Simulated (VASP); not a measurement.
# LiF3 (Im-3m) in VASP: notebook

The runs below take LiF3 through single point, with PBE.

All numbers are computed with VASP 6.6.1; they aren't measurements. Logs are shortened: lines on timing, memory, paths and dates and some standing lists are left out, and cuts for length are marked.

**1. The cell of the first run**

Symmetry: Im-3m, No. 229, cubic system. The conventional cell has a = 4.497 Å, b = 4.497 Å, c = 4.497 Å, α = 90.00°, β = 90.00°, γ = 90.00°. Li (site symmetry m-3m) has 6 F at 2.25 Å within 3.0 Å. Within 3.0 Å of F (site symmetry 4/mmm) lie 2 Li at 2.25 Å and 4 F at 2.25 Å.

**2. Single point, PBE, collinear spin, ferromagnetic start**

Contents of INCAR:

```
SYSTEM = LiF3
ALGO = Normal
EDIFF = 1E-6
ENCUT = 520
GGA = PE
ISIF = 2
ISMEAR = 0
ISPIN = 2
LASPH = .True.
LCHARG = .False.
LORBIT = 11
LREAL = .False.
LWAVE = .False.
MAGMOM = 0 1 1 1
NBANDS = 24
NELM = 150
PREC = Accurate
SIGMA = 0.1
```

Contents of KPOINTS:

```
k-points
0
Gamma
  6 6 6
  0 0 0
```

Contents of POSCAR:

```
LiF3
1.0
   -2.2485383500      2.2485383500      2.2485383500
    2.2485383500     -2.2485383500      2.2485383500
    2.2485383500      2.2485383500     -2.2485383500
Li F
1 3
Direct
    0.0000000000      0.0000000000      0.0000000000
    0.0000000000      0.5000000000      0.5000000000
    0.5000000000      0.0000000000      0.5000000000
    0.5000000000      0.5000000000      0.0000000000
```

Potentials or basis: VASP PAW PBE potentials, release 64 (Li_sv, F).

Launch:

```console
> cat potpaw_PBE.64/Li_sv/POTCAR potpaw_PBE.64/F/POTCAR > POTCAR
> mpirun -np 1 vasp_std > vasp.out
```

OUTCAR:

```text
SYSTEM = LiF3
   EDIFF = 1E-6
   ENCUT = 520
   GGA = PE
   ISIF = 2
   ISMEAR = 0
   ISPIN = 2
   LASPH = .True.
   LORBIT = 11
   LREAL = .False.
   NELM = 150
   PREC = Accurate

 ion  position               nearest neighbor table
   1  0.000  0.000  0.000-   2 2.25   3 2.25   4 2.25   2 2.25   3 2.25   4 2.25
   2  0.000  0.500  0.500-   1 2.25   1 2.25
   3  0.500  0.000  0.500-   1 2.25   1 2.25
   4  0.500  0.500  0.000-   1 2.25   1 2.25

  LATTYP: Found a body centered cubic cell.
 ALAT       =     4.4970767000

  Lattice vectors:

 A1 = (  -2.2485383500,   2.2485383500,   2.2485383500)
 A2 = (   2.2485383500,  -2.2485383500,   2.2485383500)
 A3 = (   2.2485383500,   2.2485383500,  -2.2485383500)

Analysis of symmetry for initial positions (statically):
=====================================================================
 Subroutine PRICEL returns:
 Original cell was already a primitive cell.

 Routine SETGRP: Setting up the symmetry group for a
 body centered cubic supercell.

 Subroutine GETGRP returns: Found 48 space group operations
 (whereof 48 operations were pure point group operations)
 out of a pool of 48 trial point group operations.

The static configuration has the point symmetry O_h .

Analysis of symmetry for dynamics (positions and initial velocities):
=====================================================================
 Subroutine PRICEL returns:
 Original cell was already a primitive cell.

 Routine SETGRP: Setting up the symmetry group for a
 body centered cubic supercell.

 Subroutine GETGRP returns: Found 48 space group operations
 (whereof 48 operations were pure point group operations)
 out of a pool of 48 trial point group operations.

The dynamic configuration has the point symmetry O_h .

Analysis of structural, dynamic, and magnetic symmetry:
=====================================================================
 Subroutine PRICEL returns:
 Original cell was already a primitive cell.

 Routine SETGRP: Setting up the symmetry group for a
 body centered cubic supercell.

 Subroutine GETGRP returns: Found 48 space group operations
 (whereof 48 operations were pure point group operations)
 out of a pool of 48 trial point group operations.

The overall configuration has the point symmetry O_h .

 Subroutine INISYM returns: Found 48 space group operations
 (whereof 48 operations are pure point group operations),
 and found     1 'primitive' translations

----------------------------------------------------------------------------------------

                                     Primitive cell

  volume of cell :      45.4738

  direct lattice vectors                    reciprocal lattice vectors
    -2.248538350  2.248538350  2.248538350     0.000000000  0.222366677  0.222366677
     2.248538350 -2.248538350  2.248538350     0.222366677  0.000000000  0.222366677
     2.248538350  2.248538350 -2.248538350     0.222366677  0.222366677  0.000000000

  length of vectors
     3.894582665  3.894582665  3.894582665     0.314473970  0.314473970  0.314473970

  position of ions in fractional coordinates (direct lattice)
     0.000000000  0.000000000  0.000000000
     0.000000000  0.500000000  0.500000000
     0.500000000  0.000000000  0.500000000
     0.500000000  0.500000000  0.000000000

  ion indices of the primitive-cell ions
   primitive index   ion index
                 1           1
                 2           2
                 3           3
                 4           4

----------------------------------------------------------------------------------------

 KPOINTS: k-points

Automatic generation of k-mesh.
 Grid dimensions read from file:
 generate k-points for:    6    6    6

 Generating k-lattice:

  Cartesian coordinates                     Fractional coordinates (reciprocal lattice)
     0.000000000  0.037061113  0.037061113     0.166666667  0.000000000  0.000000000
     0.037061113  0.000000000  0.037061113     0.000000000  0.166666667  0.000000000
     0.037061113  0.037061113  0.000000000     0.000000000  0.000000000  0.166666667

  Length of vectors
     0.052412328  0.052412328  0.052412328

  Shift w.r.t. Gamma in fractional coordinates (k-lattice)
     0.000000000  0.000000000  0.000000000

 Subroutine IBZKPT returns following result:
 ===========================================

 Found     16 irreducible k-points:

 Following reciprocal coordinates:
            Coordinates               Weight
  0.000000  0.000000  0.000000      1.000000
  0.166667  0.000000  0.000000     12.000000
  0.333333  0.000000  0.000000     12.000000
  0.500000  0.000000  0.000000      6.000000
  0.166667  0.166667  0.000000     24.000000
  0.333333  0.166667 -0.000000     48.000000
[... 8 lines left out ...]
  0.500000  0.500000  0.333333     12.000000
  0.500000  0.500000  0.500000      1.000000
   k-points           NKPTS =     16   k-points in BZ     NKDIM =     16   number of bands    NBANDS=     24
   number of dos      NEDOS =    301   number of ions     NIONS =      4
   total plane-waves  NPLWV =  27000
   dimension x,y,z NGX =    30 NGY =   30 NGZ =   30
   dimension x,y,z NGXF=    60 NGYF=   60 NGZF=   60
   ions per type =               1   3
   NGX,Y,Z   is equivalent  to a cutoff of  12.81, 12.81, 12.81 a.u.
   NGXF,Y,Z  is equivalent  to a cutoff of  25.61, 25.61, 25.61 a.u.
 SYSTEM =  LiF3
   PREC   = accura    normal or accurate (medium, high low for compatibility)
   ISTART =      0    job   : 0-new  1-cont  2-samecut
   ICHARG =      2    charge: 1-file 2-atom 10-const
   ISPIN  =      2    spin polarized calculation?
   LNONCOLLINEAR =      F non collinear calculations
   LSORBIT =      F    spin-orbit coupling
   LASPH  =      T    aspherical Exc in radial PAW
   ENCUT  =  520.0 eV  38.22 Ry    6.18 a.u.   7.24  7.24  7.24*2*pi/ulx,y,z
   NELM   =    150;   NELMIN=  2; NELMDL= -5     # of ELM steps
   EDIFF  = 0.1E-05   stopping-criterion for ELM
   LREAL  =      F    real-space projection
   EDIFFG = 0.1E-04   stopping-criterion for IOM
   NSW    =      0    number of steps for IOM
   IBRION =     -1    ionic relax: 0-MD 1-quasi-New 2-CG
   NFREE  =      0    steps in history (QN), initial steepest desc. (CG)
   ISIF   =      2    stress and relaxation
   ISYM   =      2    0-nonsym 1-usesym 2-fastsym
   POTIM  = 0.5000    time-step for ionic-motion
   TEBEG  =    0.0;   TEEND  =   0.0 temperature during run
   PSTRESS=    0.0 pullay stress
   NELECT =      24.0000    total number of electrons
   NUPDOWN=      -1.0000    fix difference up-down
   EMIN   =  10.00;   EMAX   =-10.00  energy-range for DOS
   EFERMI =   0.00;   METHOD = LEGACY
   ISMEAR =     0;   SIGMA  =   0.10  broadening in eV -4-tet -1-fermi 0-gaus
   EFERMI_NEDOS =   21; number of points for ismear=-14 and -15
   IALGO  =     38    algorithm
   IMIX   =      4    mixing-type and parameters
     AMIX     =   0.40;   BMIX     =  1.00
     AMIX_MAG =   1.60;   BMIX_MAG =  1.00
  volume/ion in A,a.u.               =      11.37        76.72
  Fermi-wavevector in a.u.,A,eV,Ry     =   1.322995  2.500098 23.814500  1.750316
  Thomas-Fermi vector in A             =   2.452636
   LORBIT       =     11    0 simple, 1 ext, 2 COOP (PROOUT), +10 PAW based schemes
   GGA     = PE    functional components
   LHFCALC =     F    Hartree Fock is set to
   AEXX    =    0.0000 exact exchange contribution
   IVDW    =     0    specifies the selected vdW correction
   LEPSILON=     F    determine dielectric tensor
   LRPA    =     F    only Hartree local field effects (RPA)
 spin polarized calculation
 Gauss-broadening in eV      SIGMA  =   0.10
  energy-cutoff  :      520.00
  volume of cell :       45.47
 maximum number of plane-waves:      1264
 NGX is ok and might be reduce to    30
   NGX = 15   NGY = 15   NGZ = 15

 number of electron      24.0000009 magnetization       2.0000211

 Free energy of the ion-electron system (eV)
  ---------------------------------------------------
  ext. energy  EPLUGINS =         0.00000000
  ---------------------------------------------------
  free energy    TOTEN  =       -12.16456082 eV

  energy without entropy =      -12.14440435  energy(sigma->0) =      -12.15448258

 E-fermi :  -2.4692     XC(G=0):  -8.9376

 val. band max:       -2.4788524228   @ k =  -0.1667   0.1667   0.1667
 cond. band min:      -2.4684068088   @ k =   0.3333   0.1667   0.1667
 fundamental gap:      0.0104456139
 Fermi energy:        -2.4691581558

 spin component 1

 k-point     1 :       0.0000    0.0000    0.0000
  band No.  band energies     occupation
      1     -45.1254      1.00000
      2     -24.6820      1.00000
      3     -23.1118      1.00000
      4     -23.1118      1.00000
      5      -6.5597      1.00000
      6      -6.5597      1.00000
[... 16 lines left out ...]
     23      22.0038      0.00000
     24      22.0038      0.00000
[... 381 lines left out ...]
      1     -45.1242      1.00000
      2     -24.0439      1.00000
      3     -24.0439      1.00000
      4     -22.7699      1.00000
      5      -7.1682      1.00000
      6      -7.1682      1.00000
[... 16 lines left out ...]
     23      21.6772      0.00000
     24      23.1780      0.00000
 Fermi energy:        -2.4691581558

 spin component 2

 k-point     1 :       0.0000    0.0000    0.0000
  band No.  band energies     occupation
      1     -45.1316      1.00000
      2     -23.5145      1.00000
      3     -21.8451      1.00000
      4     -21.8451      1.00000
      5      -5.1935      1.00000
      6      -5.1935      1.00000
[... 16 lines left out ...]
     23      22.5965      0.00000
     24      22.5965      0.00000
[... 382 lines left out ...]
      2     -22.8279      1.00000
      3     -22.8279      1.00000
      4     -21.4939      1.00000
      5      -6.0856      1.00000
      6      -6.0856      1.00000
[... 16 lines left out ...]
     23      21.7099      0.00000
     24      23.4511      0.00000

------------------------ aborting loop because EDIFF is reached ----------------------------------------

  FORCE on cell =-STRESS in cart. coord.  units (eV):
  Direction    XX          YY          ZZ          XY          YZ          ZX
  --------------------------------------------------------------------------------------
  -------------------------------------------------------------------------------------
  Total       -0.7714382     -0.7714382     -0.7714382      0.0000000     -0.0000000      0.0000000
  in kB      -27.1800878    -27.1800878    -27.1800878      0.0000000     -0.0000000      0.0000000
  external PRESSURE =     -27.1800878 kB  Pullay stress =       0.0000000 kB

 VOLUME and BASIS-vectors are now :
 -----------------------------------------------------------------------------
  energy-cutoff  :      520.00
  volume of cell :       45.47
      direct lattice vectors                 reciprocal lattice vectors
    -2.248538350  2.248538350  2.248538350     0.000000000  0.222366677  0.222366677
     2.248538350 -2.248538350  2.248538350     0.222366677  0.000000000  0.222366677
     2.248538350  2.248538350 -2.248538350     0.222366677  0.222366677  0.000000000

 POSITION                                       TOTAL-FORCE (eV/Angst)
 -----------------------------------------------------------------------------------
      0.00000      0.00000      0.00000        -0.000000      0.000000     -0.000000
      2.24854      0.00000      0.00000         0.000000     -0.000000      0.000000
      0.00000      2.24854      0.00000        -0.000000      0.000000     -0.000000
      0.00000      0.00000      2.24854         0.000000     -0.000000     -0.000000
 -----------------------------------------------------------------------------------
    total drift:                                0.000000     -0.000000      0.000000

  FREE ENERGIE OF THE ION-ELECTRON SYSTEM (eV)
  ---------------------------------------------------
  free  energy   TOTEN  =       -12.1645608220 eV

  energy  without entropy=      -12.1444043475  energy(sigma->0) =      -12.15448258

 total charge

# of ion       s       p       d       tot
------------------------------------------
    1        1.997   0.019   0.000   2.016
    2        1.758   4.129   0.000   5.887
    3        1.758   4.129   0.000   5.887
    4        1.758   4.129   0.000   5.887
--------------------------------------------------
tot          7.270  12.406   0.000  19.676

 magnetization (x)

# of ion       s       p       d       tot
------------------------------------------
    1       -0.001  -0.001   0.000  -0.002
    2        0.004   0.622   0.000   0.626
    3        0.004   0.622   0.000   0.626
    4        0.004   0.622   0.000   0.626
--------------------------------------------------
tot          0.011   1.865   0.000   1.876
```

Wall time 32 s (1 thread of Intel Xeon Platinum 8488C (Sapphire Rapids), shared host); peak memory 0.18 GiB.

What came out:

| Property | Result |
| --- | --- |
| Free energy | -12.1646 eV |
| Band gap on the k mesh | zero (filled and empty bands overlap) |
| Net moment | 2.00 μB per cell |
| Site moments | Li -0.00; F +0.63 μB |
| Valence electrons inside the program's atomic spheres | Li 2.02; F 5.89 |

Levels at points of the mesh, in eV from the Fermi level:
Spin up:
| k point | band 11 | band 12 | band 13 | band 14 | band 15 | band 16 |
| --- | --- | --- | --- | --- | --- | --- |
| (0.00, 0.00, 0.00) | -0.63 | -0.63 | -0.63 | 8.01 | 15.12 | 15.12 |
| (0.50, 0.00, 0.00) | -2.19 | -1.69 | -0.64 | 10.61 | 11.75 | 13.15 |
| (0.50, 0.50, 0.50) | -0.62 | -0.62 | -0.62 | 12.60 | 13.08 | 13.08 |
Spin down:
```tsv
k point	band 9	band 10	band 11	band 12	band 13	band 14
(0.00, 0.00, 0.00)	-1.77	-1.77	1.04	1.04	1.04	8.22
(0.50, 0.00, 0.00)	-1.16	-0.99	-0.96	-0.61	1.05	10.88
(0.50, 0.50, 0.50)	-1.29	-1.29	1.08	1.08	1.08	12.67
```

Caveat: the cutoff is under 1.25 times the usual one of these potentials, so pressure, stress and relaxed cells hold a basis-set (Pulay) error.

**3. Single point, PBE, collinear spin, ferromagnetic start**

This run uses another cell than the first one, of 10.88 Å³/atom, 0.957 times its volume.

Contents of INCAR:

```
PREC = Accurate
ENCUT = 520
EDIFF = 1E-7
ISMEAR = 0
SIGMA = 0.1
LREAL = False
LASPH = True
NELM = 150
ALGO = Normal
ISIF = 2
LWAVE = False
LCHARG = False
ISPIN = 2
MAGMOM = 0 1 1 1
LORBIT = 11
GGA = PE
NBANDS = 24
```

Contents of KPOINTS:

```
regular mesh
0
Gamma
  6 6 6
```

Contents of POSCAR:

```
LiF3
1.0
   -2.2159550695      2.2159550695      2.2159550695
    2.2159550695     -2.2159550695      2.2159550695
    2.2159550695      2.2159550695     -2.2159550695
Li F
1 3
Direct
    0.0000000000      0.0000000000      0.0000000000
    0.0000000000      0.5000000000      0.5000000000
    0.5000000000      0.0000000000      0.5000000000
    0.5000000000      0.5000000000      0.0000000000
```

Potentials or basis: VASP PAW PBE potentials, release 64 (Li_sv, F).

Launch:

```console
> cat potpaw_PBE.64/Li_sv/POTCAR potpaw_PBE.64/F/POTCAR > POTCAR
> mpirun -np 1 vasp_std > vasp.out
```

Run time: 40 s. Hardware: 1 thread of Intel Xeon Platinum 8488C (Sapphire Rapids), shared host; peak memory 0.18 GiB.

The run converged. Its results:

| Property | Result |
| --- | --- |
| Free energy | -12.1810 eV |
| Band gap on the k mesh | zero (filled and empty bands overlap) |
| Net moment | 2.00 μB per cell |
| Site moments | Li -0.00; F +0.63 μB |
| Valence electrons inside the program's atomic spheres | Li 2.02; F 5.89 |

Levels at points of the mesh, in eV from the Fermi level:
Spin up:
```tsv
k point	band 9	band 10	band 11	band 12	band 13	band 14	band 15	band 16	band 17	band 18
(0.00, 0.00, 0.00)	-2.39	-2.39	-0.58	-0.58	-0.58	8.22	15.22	15.22	15.22	16.39
(0.50, 0.00, 0.00)	-2.53	-2.50	-2.26	-1.73	-0.58	10.79	12.06	13.34	14.56	16.92
(0.50, 0.50, 0.50)	-2.10	-2.10	-0.56	-0.56	-0.56	12.92	13.35	13.35	13.35	19.51
```
Spin down:
| k point | band 8 | band 9 | band 10 | band 11 | band 12 | band 13 | band 14 | band 15 |
| --- | --- | --- | --- | --- | --- | --- | --- | --- |
| (0.00, 0.00, 0.00) | -1.87 | -1.87 | -1.87 | 1.11 | 1.11 | 1.11 | 8.44 | 15.29 |
| (0.50, 0.00, 0.00) | -1.60 | -1.24 | -1.05 | -1.03 | -0.65 | 1.12 | 11.07 | 12.33 |
| (0.50, 0.50, 0.50) | -1.35 | -1.35 | -1.35 | 1.15 | 1.15 | 1.15 | 12.99 | 13.67 |

Caveat: the cutoff is under 1.25 times the usual one of these potentials, so pressure, stress and relaxed cells hold a basis-set (Pulay) error.
